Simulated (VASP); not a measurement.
# Sn in VASP: further runs

Aim: see how the results for Sn move with the level of theory and the settings. Levels: PBEsol+D3(BJ), LDA, PBEsol. Tasks: single point.

Everything below comes from runs of VASP 6.6.1. Logs are shortened: lines on timing, memory, paths and dates and some standing lists are left out, and cuts for length are marked.

### 1 The cell of the first run

It takes space group I4/mmm (No. 139, tetragonal). Conventional cell: a = 3.349 Å, b = 3.349 Å, c = 4.531 Å, α = 90.00°, β = 90.00°, γ = 90.00°. Sn (site symmetry 4/mmm) has 12 Sn at 3.28 to 3.35 Å within 4.3 Å.

### 2 Single point, PBEsol+D3(BJ)

INCAR

```
PREC = Accurate
ENCUT = 520
EDIFF = 1E-6
ISMEAR = 0
SIGMA = 0.1
LREAL = F
LASPH = T
NELM = 100
ALGO = Normal
ISIF = 2
LWAVE = F
LCHARG = T
GGA = PS
IVDW = 12
LELF = T
LVHAR = T
NBANDS = 13
```

KPOINTS

```
Automatic mesh
0
Gamma
  11 11 11
```

POSCAR

```
Sn
1.0
   -1.6742867042      1.6742607455      2.2652511053
    1.6742867042     -1.6742607455      2.2652511053
    1.6742867042      1.6742607455     -2.2652511053
Sn
1
Direct
    0.0000000000      0.0000000000      0.0000000000
```

Potentials or basis: VASP PAW PBE potentials, release 64 (Sn_d).

Command:

```console
cat potpaw_PBE.64/Sn_d/POTCAR > POTCAR
mpirun -np 1 vasp_std > vasp.out
```

OUTCAR:

```text
PREC = Accurate
   ENCUT = 520
   EDIFF = 1E-6
   ISMEAR = 0
   LREAL = F
   LASPH = T
   NELM = 100
   ISIF = 2
   GGA = PS
   IVDW = 12
 IVDW          = 12

 ion  position               nearest neighbor table
   1  0.000  0.000  0.000-

  LATTYP: Found a body centered orthorhombic cell.
 ALAT       =     3.3485214910
 B/A-ratio  =     1.0000155046
 C/A-ratio  =     1.3529858544

  Lattice vectors:

 A1 = (   1.6742867042,  -1.6742607455,  -2.2652511053)
 A2 = (  -1.6742867042,   1.6742607455,  -2.2652511053)
 A3 = (   1.6742867042,   1.6742607455,   2.2652511053)

Analysis of symmetry for initial positions (statically):
=====================================================================
 Subroutine PRICEL returns:
 Original cell was already a primitive cell.

 Routine SETGRP: Setting up the symmetry group for a
 body centered orthorhombic supercell.

 Subroutine GETGRP returns: Found  8 space group operations
 (whereof  8 operations were pure point group operations)
 out of a pool of  8 trial point group operations.

The static configuration has the point symmetry D_2h.

Analysis of symmetry for dynamics (positions and initial velocities):
=====================================================================
 Subroutine PRICEL returns:
 Original cell was already a primitive cell.

 Routine SETGRP: Setting up the symmetry group for a
 body centered orthorhombic supercell.

 Subroutine GETGRP returns: Found  8 space group operations
 (whereof  8 operations were pure point group operations)
 out of a pool of  8 trial point group operations.

The dynamic configuration has the point symmetry D_2h.

 Subroutine INISYM returns: Found  8 space group operations
 (whereof  8 operations are pure point group operations),
 and found     1 'primitive' translations

----------------------------------------------------------------------------------------

                                     Primitive cell

  volume of cell :      25.3997

  direct lattice vectors                    reciprocal lattice vectors
    -1.674286704  1.674260746  2.265251105     0.000000000  0.298639266  0.220726081
     1.674286704 -1.674260746  2.265251105     0.298634636  0.000000000  0.220726081
     1.674286704  1.674260746 -2.265251105     0.298634636  0.298639266  0.000000000

  length of vectors
     3.276850253  3.276850253  3.276850253     0.371356182  0.371352459  0.422336426

  position of ions in fractional coordinates (direct lattice)
     0.000000000  0.000000000  0.000000000

  ion indices of the primitive-cell ions
   primitive index   ion index
                 1           1

----------------------------------------------------------------------------------------

 KPOINTS: Automatic mesh

Automatic generation of k-mesh.
 Grid dimensions read from file:
 generate k-points for:   11   11   11

 Generating k-lattice:

  Cartesian coordinates                     Fractional coordinates (reciprocal lattice)
     0.000000000  0.027149024  0.020066007     0.090909091  0.000000000 -0.000000000
     0.027148603  0.000000000  0.020066007     0.000000000  0.090909091  0.000000000
     0.027148603  0.027149024  0.000000000    -0.000000000  0.000000000  0.090909091

  Length of vectors
     0.033759653  0.033759314  0.038394221

  Shift w.r.t. Gamma in fractional coordinates (k-lattice)
     0.000000000  0.000000000  0.000000000

 Subroutine IBZKPT returns following result:
 ===========================================

 Found    216 irreducible k-points:

 Following reciprocal coordinates:
            Coordinates               Weight
  0.000000  0.000000  0.000000      1.000000
  0.090909 -0.000000  0.000000      4.000000
  0.181818 -0.000000  0.000000      4.000000
  0.272727  0.000000  0.000000      4.000000
  0.363636 -0.000000  0.000000      4.000000
  0.454545 -0.000000  0.000000      4.000000
[... 16 lines left out ...]
  0.454545  0.181818  0.000000      8.000000
 -0.454545  0.181818 -0.000000      8.000000
 [... further k-points ...]
   k-points           NKPTS =    216   k-points in BZ     NKDIM =    216   number of bands    NBANDS=     13
   number of dos      NEDOS =    301   number of ions     NIONS =      1
   total plane-waves  NPLWV =  13824
   dimension x,y,z NGX =    24 NGY =   24 NGZ =   24
   dimension x,y,z NGXF=    48 NGYF=   48 NGZF=   48
   ions per type =               1
   NGX,Y,Z   is equivalent  to a cutoff of  12.18, 12.18, 12.18 a.u.
   NGXF,Y,Z  is equivalent  to a cutoff of  24.35, 24.35, 24.35 a.u.
 SYSTEM =  unknown system
   PREC   = accura    normal or accurate (medium, high low for compatibility)
   ISTART =      0    job   : 0-new  1-cont  2-samecut
   ICHARG =      2    charge: 1-file 2-atom 10-const
   ISPIN  =      1    spin polarized calculation?
   LNONCOLLINEAR =      F non collinear calculations
   LSORBIT =      F    spin-orbit coupling
   LASPH  =      T    aspherical Exc in radial PAW
   ENCUT  =  520.0 eV  38.22 Ry    6.18 a.u.   6.09  6.09  6.09*2*pi/ulx,y,z
   NELM   =    100;   NELMIN=  2; NELMDL= -5     # of ELM steps
   EDIFF  = 0.1E-05   stopping-criterion for ELM
   LREAL  =      F    real-space projection
   EDIFFG = 0.1E-04   stopping-criterion for IOM
   NSW    =      0    number of steps for IOM
   IBRION =     -1    ionic relax: 0-MD 1-quasi-New 2-CG
   NFREE  =      0    steps in history (QN), initial steepest desc. (CG)
   ISIF   =      2    stress and relaxation
   ISYM   =      2    0-nonsym 1-usesym 2-fastsym
   POTIM  = 0.5000    time-step for ionic-motion
   TEBEG  =    0.0;   TEEND  =   0.0 temperature during run
   PSTRESS=    0.0 pullay stress
   NELECT =      14.0000    total number of electrons
   NUPDOWN=      -1.0000    fix difference up-down
   EMIN   =  10.00;   EMAX   =-10.00  energy-range for DOS
   EFERMI =   0.00;   METHOD = LEGACY
   ISMEAR =     0;   SIGMA  =   0.10  broadening in eV -4-tet -1-fermi 0-gaus
   EFERMI_NEDOS =   21; number of points for ismear=-14 and -15
   IALGO  =     38    algorithm
   IMIX   =      4    mixing-type and parameters
     AMIX     =   0.40;   BMIX     =  1.00
     AMIX_MAG =   1.60;   BMIX_MAG =  1.00
  volume/ion in A,a.u.               =      25.40       171.41
  Fermi-wavevector in a.u.,A,eV,Ry     =   1.342274  2.536530 24.513600  1.801699
  Thomas-Fermi vector in A             =   2.470441
   LORBIT       =      0    0 simple, 1 ext, 2 COOP (PROOUT), +10 PAW based schemes
   GGA     = PS    functional components
   LHFCALC =     F    Hartree Fock is set to
   AEXX    =    0.0000 exact exchange contribution
   IVDW    =    12    specifies the selected vdW correction
   LEPSILON=     F    determine dielectric tensor
   LRPA    =     F    only Hartree local field effects (RPA)
 non-spin polarized calculation
 Gauss-broadening in eV      SIGMA  =   0.10
  energy-cutoff  :      520.00
  volume of cell :       25.40
 maximum number of plane-waves:       696
   NGX = 13   NGY = 13   NGZ = 13

 number of electron      14.0000006 magnetization

 Free energy of the ion-electron system (eV)
  ---------------------------------------------------
  ext. energy  EPLUGINS =         0.00000000
  ---------------------------------------------------
  free energy    TOTEN  =        -4.23046573 eV

  energy without entropy =       -4.22714847  energy(sigma->0) =       -4.22880710

 E-fermi :   8.7952     XC(G=0): -10.8227

 val. band max:        8.7683011182   @ k =   0.1818   0.1818   0.0909
 cond. band min:       8.7996842092   @ k =   0.2727   0.4545   0.0909
 fundamental gap:      0.0313830910
 Fermi energy:         8.7952036521

 k-point     1 :       0.0000    0.0000    0.0000
  band No.  band energies     occupation
      1     -12.6669      2.00000
      2     -12.6669      2.00000
      3     -12.6333      2.00000
      4     -12.5780      2.00000
      5     -12.5392      2.00000
      6      -2.8364      2.00000
      7      17.0234      0.00000
      8      17.1240      0.00000
      9      17.1243      0.00000
     10      19.5396      0.00000
     11      21.0737      0.00000
     12      21.0741      0.00000
     13      21.2517      0.00000

 k-point     2 :       0.0909   -0.0000    0.0000
  band No.  band energies     occupation
      1     -12.6631      2.00000
      2     -12.6584      2.00000
      3     -12.6288      2.00000
      4     -12.5767      2.00000
      5     -12.5408      2.00000
      6      -2.6559      2.00000
      7      15.2285      0.00000
      8      16.7727      0.00000
      9      16.8230      0.00000
     10      19.0410      0.00000
     11      21.6012      0.00000
     12      21.6442      0.00000
     13      22.8446      0.00000

 k-point     3 :       0.1818   -0.0000    0.0000
  band No.  band energies     occupation
      1     -12.6579      2.00000
      2     -12.6454      2.00000
      3     -12.6184      2.00000
      4     -12.5632      2.00000
      5     -12.5390      2.00000
      6      -2.1127      2.00000
      7      12.1573      0.00000
      8      16.0751      0.00000
      9      16.3352      0.00000
     10      18.8162      0.00000
     11      21.7224      0.00000
     12      21.8724      0.00000
     13      22.9220      0.00000
[... 305 lines left out ...]
 k-point    23 :       0.4545    0.1818    0.0000
  band No.  band energies     occupation
      1     -12.6778      2.00000
      2     -12.6190      2.00000
      3     -12.5896      2.00000
      4     -12.5080      2.00000
      5     -12.4664      2.00000
      6       2.3990      2.00000
      7       4.5796      2.00000
      8      10.8468      0.00000
      9      13.6391      0.00000
     10      16.7442      0.00000
     11      21.8773      0.00000
     12      23.3630      0.00000
     13      24.8352      0.00000

 k-point    24 :      -0.4545    0.1818   -0.0000
  band No.  band energies     occupation
      1     -12.6864      2.00000
      2     -12.6258      2.00000
      3     -12.5820      2.00000
      4     -12.5217      2.00000
      5     -12.4622      2.00000
      6       1.0914      2.00000
      7       6.3625      2.00000
      8      11.5974      0.00000
      9      13.2761      0.00000
     10      16.4464      0.00000
     11      22.0452      0.00000
     12      22.9542      0.00000
     13      24.5461      0.00000

 [... further k-points ...]

------------------------ aborting loop because EDIFF is reached ----------------------------------------

 Edisp (eV)   -0.41802

 E8    (eV) :    -0.2949

  FORCE on cell =-STRESS in cart. coord.  units (eV):
  Direction    XX          YY          ZZ          XY          YZ          ZX
  --------------------------------------------------------------------------------------
  -------------------------------------------------------------------------------------
  Total      -0.01416    -0.01393    -0.00696     0.00000     0.00000     0.00000
  in kB      -0.89296    -0.87886    -0.43926     0.00000     0.00000     0.00000
  external pressure =       -0.74 kB  Pullay stress =        0.00 kB

 VOLUME and BASIS-vectors are now :
 -----------------------------------------------------------------------------
  energy-cutoff  :      520.00
  volume of cell :       25.40
      direct lattice vectors                 reciprocal lattice vectors
    -1.674286704  1.674260746  2.265251105     0.000000000  0.298639266  0.220726081
     1.674286704 -1.674260746  2.265251105     0.298634636  0.000000000  0.220726081
     1.674286704  1.674260746 -2.265251105     0.298634636  0.298639266  0.000000000

 POSITION                                       TOTAL-FORCE (eV/Angst)
 -----------------------------------------------------------------------------------
      0.00000      0.00000      0.00000         0.000000      0.000000     -0.000000
 -----------------------------------------------------------------------------------
    total drift:                                0.000000      0.000000      0.000000

  FREE ENERGIE OF THE ION-ELECTRON SYSTEM (eV)
  ---------------------------------------------------
  free  energy   TOTEN  =        -4.6484865341 eV

  energy  without entropy=       -4.6451692731  energy(sigma->0) =       -4.64682790
```

It took 24 s on 1 thread of AMD EPYC 9R45 (Zen 5), shared host; peak memory 0.16 GiB.

Results:

* Free energy: -4.6485 eV
* Pressure: -0.1 GPa
* Band gap on the k mesh: zero (bands 7 and 8 overlap by 10.28 eV)
* Dispersion energy per atom: -0.418 eV

Caveat: the PAW data sets were made with another functional, which shifts forces and pressure a little; spin-orbit coupling is left out, which moves the levels of the heavy elements.

### 3 Single point, LDA

This run uses another cell than the first one, of 25.91 Å³/atom.

INCAR

```
PREC     = Accurate       # precision mode
ENCUT    = 520            # plane-wave cutoff, eV
EDIFF    = 1E-7           # SCF threshold, eV
ISMEAR   = 0              # smearing method
SIGMA    = 0.1            # smearing width, eV
LREAL    = F              # projectors in reciprocal space
LASPH    = T              # aspherical terms in the spheres
NELM     = 80             # most SCF steps
ALGO     = Normal         # electronic algorithm
ISIF     = 2              # what is computed and relaxed
LWAVE    = F              # write WAVECAR
LCHARG   = F              # write CHGCAR
NBANDS   = 13             # bands
```

KPOINTS

```
regular mesh
0
Gamma
  11 11 11
```

POSCAR

```
Sn
1.0
   -1.6861554078      1.6858902460      2.2788138376
    1.6861554078     -1.6858902460      2.2788138376
    1.6861554078      1.6858902460     -2.2788138376
Sn
1
Direct
    0.0000000000      0.0000000000      0.0000000000
```

Potentials or basis: VASP PAW LDA potentials, release 64 (Sn_d).

Command:

```console
cat potpaw_LDA.64/Sn_d/POTCAR > POTCAR
mpirun -np 1 vasp_std > vasp.out
```

It took 39 s on 1 thread of AMD EPYC 9R45 (Zen 5), shared host; peak memory 0.15 GiB.

The run converged. Its results:

- Free energy: -4.4480 eV
- Pressure: 0.0 GPa
- Band gap on the k mesh: zero (bands 7 and 8 overlap by 9.93 eV)

Levels at points of the mesh, in eV from the Fermi level:
```
           k point  band 3  band 4  band 5  band 6  band 7  band 8  band 9  band 10  band 11  band 12
(0.00, 0.00, 0.00)  -21.43  -21.38  -21.34  -11.49    7.95    8.04    8.05    10.82    12.20    12.20
```

Caveat: spin-orbit coupling is left out, which moves the levels of the heavy elements.

### 4 Single point, PBEsol

This run uses another cell than the first one, of 26.57 Å³/atom.

INCAR

```
PREC = Accurate
ENCUT = 520
EDIFF = 1E-7
ISMEAR = 0
SIGMA = 0.1
LREAL = F
LASPH = T
NELM = 60
ALGO = Normal
ISIF = 2
LWAVE = F
LCHARG = F
GGA = PS
NBANDS = 13
```

KPOINTS is that of step 3.

POSCAR

```
Sn
1.0
   -1.7001588689      1.6993994284      2.2994175443
    1.7001588689     -1.6993994284      2.2994175443
    1.7001588689      1.6993994284     -2.2994175443
Sn
1
Direct
    0.0000000000      0.0000000000      0.0000000000
```

Potentials or basis: VASP PAW PBE potentials, release 64 (Sn_d).

Command:

```console
cat potpaw_PBE.64/Sn_d/POTCAR > POTCAR
mpirun -np 1 vasp_std > vasp.out
```

Wall time 43 s (1 thread of AMD EPYC 9R45 (Zen 5), shared host); peak memory 0.17 GiB.

It converged, with:

* Free energy: -4.2402 eV
* Pressure: -0.1 GPa
* Band gap on the k mesh: zero (bands 7 and 8 overlap by 9.78 eV)

Levels at points of the mesh, in eV from the Fermi level:
```
           k point  band 5  band 6  band 7  band 8  band 9  band 10
(0.00, 0.00, 0.00)  -21.33  -11.29    7.84    7.93    7.94    10.69
```

Caveat: the PAW data sets were made with another functional, which shifts forces and pressure a little; spin-orbit coupling is left out, which moves the levels of the heavy elements.

### 5 Summary

| level | potentials or basis | cell | gap on the mesh (eV) | pressure (GPa) |
| --- | --- | --- | --- | --- |
| PBEsol+D3(BJ) | VASP PAW PBE potentials, release 64 (Sn_d) | a = 3.277 Å, angles 118.5, 118.5, 92.5°, 1 atom | none | -0.1 |
| LDA | VASP PAW LDA potentials, release 64 (Sn_d) | a = 3.298 Å, angles 118.5, 118.5, 92.6°, 1 atom | none | 0.0 |
| PBEsol | VASP PAW PBE potentials, release 64 (Sn_d) | a = 3.327 Å, angles 118.5, 118.6, 92.5°, 1 atom | none | -0.1 |

Alike in all rows: task single point; no spin polarisation; k mesh 11 × 11 × 11; cutoff (eV) 520; smearing gaussian 0.1 eV.

Caveats: spin-orbit coupling is left out, which moves the levels of the heavy elements; the PAW data sets were made with another functional, which shifts forces and pressure a little (at least some runs).

Absolute energies hang on the potentials; compare differences alone.

The gap in the log of VASP goes by the Fermi energy; the results here count the filled bands.